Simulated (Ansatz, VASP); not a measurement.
## NaI: VASP beside Ansatz

```xyz
2
Lattice="4.1421 0.0000 0.0000 0.0000 4.1421 0.0000 0.0000 0.0000 4.1421" Properties=species:S:1:pos:R:3 pbc="T T T"
Na    0.0000    0.0000    0.0000
I     2.0711    2.0711    2.0711
```

Alike in both runs: task single point; functional PBE; k mesh 6 × 6 × 6; no spin polarisation.

```csv
,VASP,Ansatz
version,VASP 6.6.1,Ansatz 0.2.0
potentials or method,"VASP PAW PBE potentials, release 64 (Na_pv, I)","plane waves, PAW"
plane-wave cutoff (eV),520,420
occupations,"gaussian, width 0.01 eV",fixed
valence electrons in the cell,14,26
```

|  | VASP | Ansatz | Ansatz less VASP |
| --- | --- | --- | --- |
| gap on the k mesh at the Fermi level (eV) | 2.20 | 2.20 | +0.002 |
| pressure (GPa) | -0.8 | -0.8 | 0.00 |

VASP's potentials hold 14 valence electrons a cell and Ansatz's 26, so a difference there can come from the potentials and not from the codes.

Spin-orbit coupling is off throughout.
